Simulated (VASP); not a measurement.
Runs of VASP 6.6.1 on Ir. The structure is that of space group P6_3/mmc (No. 194), or close to it. The cells are those of the table. 

| task | potentials or basis | cell | k mesh | cutoff (eV) | smearing | second run | gap on the mesh (eV) | pressure (GPa) |
| --- | --- | --- | --- | --- | --- | --- | --- | --- |
| relaxation of cell and atoms | VASP PAW PBE potentials, release 64 (Ir) | relaxed from a = 2.727, b = 2.727, c = 4.422 Å, angles 90.0, 90.0, 120.0°, 2 atoms | 18 × 18 × 10 | 600 | gaussian 0.1 eV | - | none | 0.0 |
| single point | VASP PAW PBE potentials, release 64 (Ir) | a = 2.729, b = 2.729, c = 4.422 Å, angles 90.0, 90.0, 120.0°, 2 atoms | 12 × 12 × 8 | 520 | gaussian 0.15 eV | - | none | 2.5 |
| relaxation of shape and atoms at fixed volume | VASP PAW PBE potentials, release 64 (Ir) | relaxed from a = 2.756, b = 2.756, c = 4.466 Å, angles 90.0, 90.0, 120.0°, 2 atoms | 18 × 18 × 10 | 600 | gaussian 0.1 eV | - | none | -8.1 |
| single point | VASP PAW PBE potentials, release 64 (Ir) | a = 2.751, b = 2.751, c = 4.462 Å, angles 90.0, 90.0, 120.0°, 2 atoms | 6 × 6 × 4 | 520 | gaussian 0.1 eV | - | none | -6.7 |
| single point | VASP PAW PBE potentials, release 64 (Ir_sv_GW) | a = 2.751, b = 2.751, c = 4.462 Å, angles 90.0, 90.0, 120.0°, 2 atoms | 6 × 6 × 4 | 550 | gaussian 0.1 eV | valence_matched | none | (a) |

Alike in all rows: level r2SCAN; no spin polarisation.

Q: Fill in the values left out.

A: (a) -11.0.

Caveats: some runs use coarse meshes; the PAW data sets were made with another functional, which shifts forces and pressure a little; spin-orbit coupling is left out, which moves the levels of the heavy elements; the relaxation stopped at its first step, so nothing moved (some runs).

A k mesh can miss the band edges, and the runs leave out spin-orbit coupling on Ir.

A gap of «none» marks levels without a gap at the run's occupations.

The runs don't all hold the same shells in valence.
